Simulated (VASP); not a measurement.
Here is a VASP 6.6.1 calculation.

Contents of INCAR:

```
PREC = Accurate
ENCUT = 600
EDIFF = 1E-7
ISMEAR = -1
SIGMA = 0.05
LREAL = False
LASPH = True
NELM = 100
ALGO = Normal
ISIF = 3
LWAVE = False
LCHARG = False
GGA = PE
IBRION = 2
NSW = 80
EDIFFG = -0.01
PSTRESS = 100.0
```

The input KPOINTS:

```
regular mesh
0
Gamma
  11 11 6
```

POSCAR

```
Al
1.0
    2.8124553515      0.0000000000      0.0000000000
   -1.4062276757      2.4356577814      0.0000000000
    0.0000000000      0.0000000000      4.8668500000
Al
2
Direct
    0.3333333333      0.6666666667      0.2500000000
    0.6666666667      0.3333333333      0.7500000000
```

Potentials or basis: VASP PAW PBE potentials, release 64 (Al).

Launch:

```console
$ cat potpaw_PBE.64/Al/POTCAR > POTCAR
$ mpirun -np 1 vasp_std > vasp.out
```

Problem. Predict the relaxed cell.

Solution. a = 2.756 Å, b = 2.756 Å, c = 4.554 Å, α = 90.00°, β = 90.00°, γ = 120.00°.

Problem. Estimate the band gap on the k mesh.

Solution. Zero (band 3 reaches 13.17 eV, above the bottom of band 4 at 5.90 eV).

Final structure:
```cif
data_structure
_symmetry_space_group_name_H-M 'P 1'
_symmetry_Int_Tables_number 1
_cell_length_a 2.7561
_cell_length_b 2.7561
_cell_length_c 4.5542
_cell_angle_alpha 90.000
_cell_angle_beta 90.000
_cell_angle_gamma 120.000
_cell_volume 29.96
loop_
_atom_site_label
_atom_site_type_symbol
_atom_site_fract_x
_atom_site_fract_y
_atom_site_fract_z
_atom_site_occupancy
Al1 Al 0.33333 0.66667 0.25000 1
Al2 Al 0.66667 0.33333 0.75000 1
```

Caveat: the cell is relaxed towards a set pressure, so the enthalpy falls and the energy may rise.
